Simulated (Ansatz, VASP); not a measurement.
# Two plane-wave programs on Te

```
Te
1.0
     5.84740    0.00000    0.00000
    -2.92370    5.06400    0.00000
     0.00000    0.00000    3.12951
Te
3
Direct
  0.00000 0.00000 0.00000
  0.33333 0.66667 0.50000
  0.66667 0.33333 0.50000
```

Alike in both runs: task single point; functional r2SCAN; k mesh 7 × 7 × 12; occupations fermi-dirac, width 0.1 eV; no spin polarisation.

|  | VASP | Ansatz |
| --- | --- | --- |
| version | VASP 6.6.1 | Ansatz 0.2.0 |
| potentials or method | VASP PAW PBE potentials, release 64 (Te), cutoff 520 eV | plane waves (500 eV) with PAW, scalar-relativistic |
| valence electrons in the cell | 18 | 48 |

|  | VASP | Ansatz | Ansatz less VASP |
| --- | --- | --- | --- |
| pressure (GPa) | -2.2 | -2.1 | +0.05 |
| traceless stress, the component that is largest in VASP (GPa) | -0.26 | -0.26 | +0.010 |

VASP's potentials were made for PBE, not for r2SCAN. With one functional, cell and mesh, what is left measures potentials, basis and numerics. VASP's potentials hold 18 valence electrons a cell and Ansatz's 48, so a difference there can come from the potentials and not from the codes.

Spin-orbit coupling is off throughout.
